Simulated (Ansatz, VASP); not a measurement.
**Ga in VASP and in Ansatz**

File INCAR:

```
SYSTEM = Ga
PREC = Accurate
ENCUT = 520
EDIFF = 1E-6
ISMEAR = -1
SIGMA = 0.1
LREAL = .FALSE.
LASPH = .TRUE.
NELM = 100
ALGO = Normal
ISIF = 2
LWAVE = .FALSE.
LCHARG = .FALSE.
GGA = RP
NBANDS = 12
```

File KPOINTS:

```
Automatic mesh
0
G
  14 14 14
  0 0 0
```

POSCAR

```
Ga
1.0
    0.0000000000      2.1430453143      2.1430453143
    2.1430453143      0.0000000000      2.1430453143
    2.1430453143      2.1430453143      0.0000000000
Ga
1
Direct
    0.0000000000      0.0000000000      0.0000000000
```

Input for Ansatz:

```yaml
crystal:
  lattice:
    - [0.0, 2.1430453143, 2.1430453143]
    - [2.1430453143, 0.0, 2.1430453143]
    - [2.1430453143, 2.1430453143, 0.0]
  atoms:
    - { symbol: Ga, position: [0.0, 0.0, 0.0] }
hamiltonian:
  xc: rpbe
  pseudopotentials:
    kind: paw
    azcp:
      Ga: "pseudopotentials/Ga.paw.azcp"
basis:
  ecutwfc: 420
  fft_grid_basis: typed
kpoints:
  mp_grid: { grid: [14, 14, 14], shift: [0, 0, 0] }
magnetization:
  spin_polarized: false
scf:
  occupations: { method: fermi_dirac, width: 0.1 }
  lower_state_search: "off"
output:
  stress: true
```

Alike in both runs: task single point; functional RPBE; k mesh 14 × 14 × 14; occupations fermi-dirac, width 0.1 eV; no spin polarisation.

|  | VASP | Ansatz |
| --- | --- | --- |
| version | VASP 6.6.1 | Ansatz 0.2.0 |
| potentials or method | VASP PAW PBE potentials, release 64 (Ga_d), cutoff 520 eV | plane waves (420 eV) with PAW, scalar-relativistic |
| valence electrons in the cell | 13 | 13 |

```tsv
	VASP	Ansatz	Ansatz less VASP
pressure (GPa)	-0.1	-0.1	-0.06
```

VASP's potentials were made for PBE, not for RPBE.
